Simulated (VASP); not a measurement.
# MgRh16 in VASP: notebook

Runs on MgRh16. Level: PBE+D3(BJ). Tasks: single point.

All numbers are computed with VASP 6.6.1; they aren't measurements. Logs are shortened: lines on timing, memory, paths and dates and some standing lists are left out, and cuts for length are marked.

**1. The cell of the first run**

The cell holds a slab with vacuum, 17 atoms: a = 7.600 Å, b = 5.374 Å, c = 17.031 Å, α = 90.00°, β = 90.00°, γ = 90.00°.

**2. Single point, PBE+D3(BJ)**

The input, INCAR:

```
SYSTEM = MgRh16
  ALGO = Normal
  EDIFF = 1E-6
  ENCUT = 520
  GGA = PE
  ISIF = 2
  ISMEAR = -1
  IVDW = 12
  LASPH = .True.
  LCHARG = .False.
  LREAL = Auto
  LUSENCCL = .False.
  LWAVE = .False.
  NBANDS = 135
  NELM = 100
  PREC = Accurate
  SIGMA = 0.05
```

The input, KPOINTS:

```
k-points
0
Gamma
  2 3 1
  0 0 0
```

The input, POSCAR:

```
MgRh16
1.0
    7.6000000000      0.0000000000      0.0000000000
    0.0000000000      5.3740120000      0.0000000000
    0.0000000000      0.0000000000     17.0305090000
Rh Mg
16 1
Direct
    0.2500000000      0.2500000000      0.0587182098
    0.7500000000      0.2500000000      0.0587182098
    0.2500000000      0.7500000000      0.0587182098
    0.7500000000      0.7500000000      0.0587182098
   -0.0012128947      0.0026708165      0.1279960570
    0.5012131579      0.0026706304      0.1280181350
   -0.0014784211      0.5004296604      0.1292209763
    0.5014790789      0.5004307769      0.1292069427
    0.2500010526      0.2602792848      0.2102678199
    0.7500065789      0.2534357943      0.2180847325
    0.2499986842      0.7512949357      0.2142052243
    0.7500047368      0.7524140251      0.2108359181
    0.0104913158      0.0097124830      0.2840668473
    0.4895102632      0.0097126690      0.2840736586
    0.0015927632      0.5054069474      0.2864405873
    0.4984142105      0.5054129019      0.2864333063
    0.7500177632      0.8304090129      0.3659936412
```

Potentials or basis: VASP PAW PBE potentials, release 64 (Rh_pv, Mg).

Launch:

```bash
cat potpaw_PBE.64/Rh_pv/POTCAR potpaw_PBE.64/Mg/POTCAR > POTCAR
mpirun -np 1 vasp_std > vasp.out
```

OUTCAR:

```text
SYSTEM = MgRh16
   EDIFF = 1E-6
   ENCUT = 520
   GGA = PE
   ISIF = 2
   ISMEAR = -1
   IVDW = 12
   LASPH = .True.
   LREAL = Auto
   NELM = 100
   PREC = Accurate
 IVDW          = 12

 ion  position               nearest neighbor table
   1  0.250  0.250  0.059-   9 2.58   5 2.61   6 2.61   8 2.63   7 2.63   3 2.69   3 2.69
   2  0.750  0.250  0.059-   5 2.59   6 2.60   8 2.61   7 2.61   4 2.69   4 2.69  10 2.71
   3  0.250  0.750  0.059-   5 2.62   6 2.62   8 2.63   7 2.63  11 2.65   1 2.69   1 2.69
   4  0.750  0.750  0.059-  12 2.59   8 2.61   7 2.61   5 2.61   6 2.61   2 2.69   2 2.69
   5  0.999  0.003  0.128-   2 2.59   1 2.61   4 2.61   3 2.62  13 2.66   7 2.68   7 2.70  12 2.72
                             9 2.74  11 2.76  10 2.78
   6  0.501  0.003  0.128-   2 2.60   1 2.61   4 2.61   3 2.62  14 2.66   8 2.68   8 2.70  12 2.72
                             9 2.74  11 2.76  10 2.78
   7  0.999  0.500  0.129-   4 2.61   2 2.61   3 2.63   1 2.63   5 2.68  15 2.68   9 2.69   5 2.70
                            12 2.71  11 2.75  10 2.76
   8  0.501  0.500  0.129-   4 2.61   2 2.61   3 2.63   1 2.63   6 2.68  16 2.68   9 2.69   6 2.70
                            12 2.71  11 2.75  10 2.76
   9  0.250  0.260  0.210-   1 2.58  13 2.59  14 2.59  11 2.64  16 2.64  15 2.64   7 2.69   8 2.69
                            11 2.74   6 2.74   5 2.74
  10  0.750  0.253  0.218-  16 2.62  15 2.62  13 2.63  14 2.63  12 2.68  12 2.70   2 2.71   7 2.76
                             8 2.76   6 2.78   5 2.78  17 3.39
  11  0.250  0.751  0.214-  13 2.58  14 2.58  16 2.61  15 2.61   9 2.64   3 2.65   9 2.74   7 2.75
                             8 2.75   6 2.76   5 2.76
  12  0.750  0.752  0.211-   4 2.59  16 2.66  15 2.66  17 2.68  10 2.68  10 2.70   7 2.71   8 2.71
                             6 2.72   5 2.72  13 2.72  14 2.72
  13  0.010  0.010  0.284-  11 2.58   9 2.59  17 2.61  10 2.63   5 2.66  15 2.67  15 2.71  12 2.72

  14  0.490  0.010  0.284-  11 2.58   9 2.59  17 2.61  10 2.63   6 2.66  16 2.67  16 2.71  12 2.72

  15  0.002  0.505  0.286-  11 2.61  10 2.62   9 2.64  12 2.66  13 2.67   7 2.68  13 2.71  17 2.92

  16  0.498  0.505  0.286-  11 2.61  10 2.62   9 2.64  12 2.66  14 2.67   8 2.68  14 2.71  17 2.92

  17  0.750  0.830  0.366-  13 2.61  14 2.61  12 2.68  15 2.92  16 2.92  10 3.39

  LATTYP: Found a simple orthorhombic cell.
 ALAT       =     5.3740120000
 B/A-ratio  =     1.4142134405
 C/A-ratio  =     3.1690493062

  Lattice vectors:

 A1 = (   0.0000000000,  -5.3740120000,   0.0000000000)
 A2 = (   7.6000000000,   0.0000000000,   0.0000000000)
 A3 = (   0.0000000000,   0.0000000000,  17.0305090000)

Analysis of symmetry for initial positions (statically):
=====================================================================
 Subroutine PRICEL returns:
 Original cell was already a primitive cell.

 Routine SETGRP: Setting up the symmetry group for a
 simple orthorhombic supercell.

 Subroutine GETGRP returns: Found  1 space group operations
 (whereof  1 operations were pure point group operations)
 out of a pool of  8 trial point group operations.

The static configuration has the point symmetry C_1 .

Analysis of symmetry for dynamics (positions and initial velocities):
=====================================================================
 Subroutine PRICEL returns:
 Original cell was already a primitive cell.

 Routine SETGRP: Setting up the symmetry group for a
 simple orthorhombic supercell.

 Subroutine GETGRP returns: Found  1 space group operations
 (whereof  1 operations were pure point group operations)
 out of a pool of  8 trial point group operations.

The dynamic configuration has the point symmetry C_1 .

 Subroutine INISYM returns: Found  1 space group operations
 (whereof  1 operations are pure point group operations),
 and found     1 'primitive' translations

----------------------------------------------------------------------------------------

                                     Primitive cell

  volume of cell :     695.5684

  direct lattice vectors                    reciprocal lattice vectors
     7.600000000  0.000000000  0.000000000     0.131578947  0.000000000  0.000000000
     0.000000000  5.374012000  0.000000000     0.000000000  0.186080716  0.000000000
     0.000000000  0.000000000 17.030509000     0.000000000  0.000000000  0.058718151

  length of vectors
     7.600000000  5.374012000 17.030509000     0.131578947  0.186080716  0.058718151

  position of ions in fractional coordinates (direct lattice)
     0.250000000  0.250000000  0.058718210
     0.750000000  0.250000000  0.058718210
     0.250000000  0.750000000  0.058718210
     0.750000000  0.750000000  0.058718210
     0.998787105  0.002670817  0.127996057
     0.501213158  0.002670630  0.128018135
[... 9 lines left out ...]
     0.498414211  0.505412902  0.286433306
     0.750017763  0.830409013  0.365993641

  ion indices of the primitive-cell ions
   primitive index   ion index
                 1           1
                 2           2
                 3           3
                 4           4
                 5           5
                 6           6
[... 9 lines left out ...]
                16          16
                17          17

----------------------------------------------------------------------------------------

 KPOINTS: k-points

Automatic generation of k-mesh.
 Grid dimensions read from file:
 generate k-points for:    2    3    1

 Generating k-lattice:

  Cartesian coordinates                     Fractional coordinates (reciprocal lattice)
     0.065789474  0.000000000  0.000000000     0.500000000  0.000000000  0.000000000
     0.000000000  0.062026905  0.000000000     0.000000000  0.333333333  0.000000000
     0.000000000  0.000000000  0.058718151     0.000000000  0.000000000  1.000000000

  Length of vectors
     0.065789474  0.062026905  0.058718151

  Shift w.r.t. Gamma in fractional coordinates (k-lattice)
     0.000000000  0.000000000  0.000000000

 Subroutine IBZKPT returns following result:
 ===========================================

 Found      4 irreducible k-points:

 Following reciprocal coordinates:
            Coordinates               Weight
  0.000000  0.000000  0.000000      1.000000
  0.500000  0.000000  0.000000      1.000000
  0.000000  0.333333  0.000000      2.000000
  0.500000  0.333333  0.000000      2.000000
   k-points           NKPTS =      4   k-points in BZ     NKDIM =      4   number of bands    NBANDS=    135
   number of dos      NEDOS =    301   number of ions     NIONS =     17
   total plane-waves  NPLWV = 307200
   dimension x,y,z NGX =    60 NGY =   40 NGZ =  128
   dimension x,y,z NGXF=   120 NGYF=   80 NGZF=  256
   ions per type =              16   1
   NGX,Y,Z   is equivalent  to a cutoff of  13.12, 12.37, 12.49 a.u.
   NGXF,Y,Z  is equivalent  to a cutoff of  26.25, 24.75, 24.99 a.u.
 SYSTEM =  MgRh16
   PREC   = accura    normal or accurate (medium, high low for compatibility)
   ISTART =      0    job   : 0-new  1-cont  2-samecut
   ICHARG =      2    charge: 1-file 2-atom 10-const
   ISPIN  =      1    spin polarized calculation?
   LNONCOLLINEAR =      F non collinear calculations
   LSORBIT =      F    spin-orbit coupling
   LASPH  =      T    aspherical Exc in radial PAW
   ENCUT  =  520.0 eV  38.22 Ry    6.18 a.u.  14.13  9.99 31.67*2*pi/ulx,y,z
   NELM   =    100;   NELMIN=  2; NELMDL= -5     # of ELM steps
   EDIFF  = 0.1E-05   stopping-criterion for ELM
   LREAL  =      T    real-space projection
   EDIFFG = 0.1E-04   stopping-criterion for IOM
   NSW    =      0    number of steps for IOM
   IBRION =     -1    ionic relax: 0-MD 1-quasi-New 2-CG
   NFREE  =      0    steps in history (QN), initial steepest desc. (CG)
   ISIF   =      2    stress and relaxation
   ISYM   =      2    0-nonsym 1-usesym 2-fastsym
   POTIM  = 0.5000    time-step for ionic-motion
   TEBEG  =    0.0;   TEEND  =   0.0 temperature during run
   PSTRESS=    0.0 pullay stress
   NELECT =     242.0000    total number of electrons
   NUPDOWN=      -1.0000    fix difference up-down
   EMIN   =  10.00;   EMAX   =-10.00  energy-range for DOS
   EFERMI =   0.00;   METHOD = LEGACY
   ISMEAR =    -1;   SIGMA  =   0.05  broadening in eV -4-tet -1-fermi 0-gaus
   EFERMI_NEDOS =   21; number of points for ismear=-14 and -15
   IALGO  =     38    algorithm
   IMIX   =      4    mixing-type and parameters
     AMIX     =   0.40;   BMIX     =  1.00
     AMIX_MAG =   1.60;   BMIX_MAG =  1.00
  volume/ion in A,a.u.               =      40.92       276.11
  Fermi-wavevector in a.u.,A,eV,Ry     =   1.151419  2.175866 18.038133  1.325765
  Thomas-Fermi vector in A             =   2.288077
   LORBIT       =      0    0 simple, 1 ext, 2 COOP (PROOUT), +10 PAW based schemes
   GGA     = PE    functional components
   LHFCALC =     F    Hartree Fock is set to
   AEXX    =    0.0000 exact exchange contribution
   IVDW    =    12    specifies the selected vdW correction
   LEPSILON=     F    determine dielectric tensor
   LRPA    =     F    only Hartree local field effects (RPA)
 non-spin polarized calculation
  energy-cutoff  :      520.00
  volume of cell :      695.57
 maximum number of plane-waves:     18768
 NGX is ok and might be reduce to    60
   NGX = 29   NGY = 19   NGZ = 63

 number of electron     242.0000006 magnetization

 Free energy of the ion-electron system (eV)
  ---------------------------------------------------
  ext. energy  EPLUGINS =         0.00000000
  ---------------------------------------------------
  free energy    TOTEN  =      -106.08000342 eV

  energy without entropy =     -105.74231996  energy(sigma->0) =     -105.91116169

 E-fermi :   1.0327     XC(G=0):  -5.8791

 val. band max:        1.0311472819   @ k =   0.0000   0.3333   0.0000
 cond. band min:       1.0335437529   @ k =   0.0000   0.0000   0.0000
 fundamental gap:      0.0023964710
 Fermi energy:         1.0327120604

 k-point     1 :       0.0000    0.0000    0.0000
  band No.  band energies     occupation
      1     -45.9283      2.00000
      2     -45.9201      2.00000
      3     -45.8711      2.00000
      4     -45.8477      2.00000
      5     -45.8236      2.00000
      6     -45.7881      2.00000
[... 125 lines left out ...]
    132       1.7846      0.00000
    133       1.9035      0.00000

 k-point     2 :       0.5000    0.0000    0.0000
  band No.  band energies     occupation
      1     -45.9133      2.00000
      2     -45.8935      2.00000
      3     -45.8887      2.00000
      4     -45.8307      2.00000
      5     -45.8289      2.00000
      6     -45.7964      2.00000
[... 125 lines left out ...]
    132       1.7935      0.00000
    133       1.8124      0.00000

 k-point     3 :       0.0000    0.3333    0.0000
  band No.  band energies     occupation
      1     -45.8448      2.00000
      2     -45.8344      2.00000
      3     -45.8063      2.00000
      4     -45.8050      2.00000
      5     -45.7529      2.00000
      6     -45.7317      2.00000
[... 125 lines left out ...]
    132       1.7255      0.00000
    133       1.8746      0.00000

 k-point     4 :       0.5000    0.3333    0.0000
  band No.  band energies     occupation
      1     -45.8445      2.00000
      2     -45.8323      2.00000
      3     -45.8037      2.00000
      4     -45.7975      2.00000
      5     -45.7567      2.00000
      6     -45.7455      2.00000
[... 125 lines left out ...]
    132       1.4277      0.00074
    133       1.5349      0.00009
 [bands above 133 left out]

------------------------ aborting loop because EDIFF is reached ----------------------------------------

 Edisp (eV)   -6.56006

 E8    (eV) :    -3.0921

  FORCE on cell =-STRESS in cart. coord.  units (eV):
  Direction    XX          YY          ZZ          XY          YZ          ZX
  --------------------------------------------------------------------------------------
  -------------------------------------------------------------------------------------
  Total      -9.29226   -10.18367    -0.40401     0.00070    -1.14708    -0.00137
  in kB     -21.40386   -23.45714    -0.93061     0.00161    -2.64219    -0.00315
  external pressure =      -15.26 kB  Pullay stress =        0.00 kB

 VOLUME and BASIS-vectors are now :
 -----------------------------------------------------------------------------
  energy-cutoff  :      520.00
  volume of cell :      695.57
      direct lattice vectors                 reciprocal lattice vectors
     7.600000000  0.000000000  0.000000000     0.131578947  0.000000000  0.000000000
     0.000000000  5.374012000  0.000000000     0.000000000  0.186080716  0.000000000
     0.000000000  0.000000000 17.030509000     0.000000000  0.000000000  0.058718151

 POSITION                                       TOTAL-FORCE (eV/Angst)
 -----------------------------------------------------------------------------------
      1.90000      1.34350      1.00000         0.000252      0.025183     -0.258830
      5.70000      1.34350      1.00000        -0.000179      0.062890      0.328051
      1.90000      4.03051      1.00000         0.000185      0.080333      0.192814
      5.70000      4.03051      1.00000        -0.000151      0.031644     -0.250296
      7.59078      0.01435      2.17984         0.005160      0.003018      0.017388
      3.80922      0.01435      2.18021        -0.005098      0.002992      0.016481
[... 9 lines left out ...]
      3.78795      2.71609      4.87811         0.008605      0.004111     -0.003376
      5.70014      4.46263      6.23306        -0.000203     -0.242858     -0.028615
 -----------------------------------------------------------------------------------
    total drift:                               -0.000145      0.006083      0.004771

  FREE ENERGIE OF THE ION-ELECTRON SYSTEM (eV)
  ---------------------------------------------------
  free  energy   TOTEN  =      -112.6400601774 eV

  energy  without entropy=     -112.3023767177  energy(sigma->0) =     -112.47121845
```

Run time: 75 s. Hardware: 1 × NVIDIA H100 80GB with 1 thread of AMD EPYC 7R13 (Zen 3), shared host; peak memory 1.6 GiB.

What came out:

| Item | Value |
| --- | --- |
| Free energy | -112.6401 eV |
| Largest force | 0.334 eV/Å |
| Band gap on the k mesh | zero (bands 121 and 122 overlap by 0.34 eV) |
| Dispersion energy per atom | -0.386 eV |

Forces on the atoms (eV/Å):
```
Rh   0.000  0.025 -0.259
Rh   0.000  0.063  0.328
Rh   0.000  0.080  0.193
Rh   0.000  0.032 -0.250
Rh   0.005  0.003  0.017
Rh  -0.005  0.003  0.016
Rh   0.005  0.000 -0.004
Rh  -0.006  0.000 -0.004
Rh   0.000 -0.009  0.008
Rh   0.000 -0.001 -0.009
Rh   0.000  0.013  0.016
Rh   0.000  0.006 -0.030
Rh  -0.031  0.009  0.007
Rh   0.031  0.009  0.007
Rh  -0.009  0.004 -0.003
Rh   0.009  0.004 -0.003
Mg   0.000 -0.243 -0.029
```

Caveat: the k points lie up to 0.41 Å⁻¹ apart; there is no dipole correction, which matters where the two faces differ.

**3. Single point, PBE+D3(BJ)**

The input, INCAR:

```
SYSTEM = MgRh16
PREC = Accurate
ENCUT = 520
EDIFF = 1E-6
ISMEAR = -1
SIGMA = 0.05
LREAL = Auto
LASPH = .True.
NELM = 100
ALGO = Normal
ISIF = 2
LWAVE = .False.
LCHARG = .True.
GGA = PE
IVDW = 12
LELF = .True.
LVHAR = .True.
NBANDS = 135
LUSENCCL = .False.
```

The input, KPOINTS:

```
Automatic mesh
0
Gamma
  2 3 1
  0 0 0
```

The input, POSCAR:

```
MgRh16
1.0
    7.6000000000      0.0000000000      0.0000000000
    0.0000000000      5.3740120000      0.0000000000
    0.0000000000      0.0000000000     17.0305090000
Rh Mg
16 1
Direct
    0.2500000000      0.2500000000      0.0587182098
    0.7500000000      0.2500000000      0.0587182098
    0.2500000000      0.7500000000      0.0587182098
    0.7500000000      0.7500000000      0.0587182098
   -0.0027506579      0.0016501638      0.1276484455
    0.5027511842      0.0016497916      0.1276556091
   -0.0034389474      0.5003284325      0.1295291879
    0.5034411842      0.5003291768      0.1295257822
    0.2500001316      0.2614981135      0.2098805150
    0.7500055263      0.2520392586      0.2186569996
    0.2499994737      0.7472714985      0.2117932001
    0.7500044737      0.7511062499      0.2138098750
    0.0169748684      0.0070144987      0.2832105018
    0.4830272368      0.0070146847      0.2832112651
    0.0035878947      0.5047471051      0.2866224374
    0.4964203947      0.5047493381      0.2866192079
    0.7500135526      0.9152218119      0.3671449280
```

Potentials or basis: VASP PAW PBE potentials, release 64 (Rh_pv, Mg).

Launch:

```bash
cat potpaw_PBE.64/Rh_pv/POTCAR potpaw_PBE.64/Mg/POTCAR > POTCAR
mpirun -np 1 vasp_std > vasp.out
```

Wall time 98 s (1 × NVIDIA H100 80GB with 1 thread of AMD EPYC 7R13 (Zen 3), shared host); peak memory 1.6 GiB.

Results (log left out):

- Free energy: -112.5089 eV
- Largest force: 0.273 eV/Å
- Band gap on the k mesh: zero (bands 121 and 122 overlap by 0.34 eV)
- Dispersion energy per atom: -0.386 eV

Forces on the atoms (eV/Å):
```
Rh   0.000 -0.018 -0.211
Rh   0.000  0.050  0.268
Rh   0.000  0.084  0.041
Rh   0.000  0.016 -0.080
Rh   0.001  0.006  0.017
Rh  -0.001  0.006  0.017
Rh   0.000  0.001 -0.001
Rh   0.000  0.001 -0.001
Rh   0.000  0.008 -0.006
Rh   0.000  0.005  0.014
Rh   0.000  0.015  0.011
Rh   0.000  0.000 -0.040
Rh  -0.019  0.021  0.008
Rh   0.019  0.021  0.008
Rh  -0.008  0.013 -0.004
Rh   0.007  0.013 -0.004
Mg   0.000 -0.242 -0.036
```

Levels at points of the mesh, in eV from the Fermi level:
| k point | band 118 | band 119 | band 120 | band 121 | band 122 | band 123 | band 124 | band 125 |
| --- | --- | --- | --- | --- | --- | --- | --- | --- |
| (0.00, 0.00, 0.00) | 0.22 | 0.23 | 0.25 | 0.26 | 0.27 | 0.31 | 0.36 | 0.47 |
| (0.50, 0.00, 0.00) | -0.18 | -0.12 | -0.02 | 0.00 | 0.00 | 0.08 | 0.09 | 0.41 |

Caveat: the k points lie up to 0.41 Å⁻¹ apart; there is no dipole correction, which matters where the two faces differ.

(Part 1 of 2 ends here.)
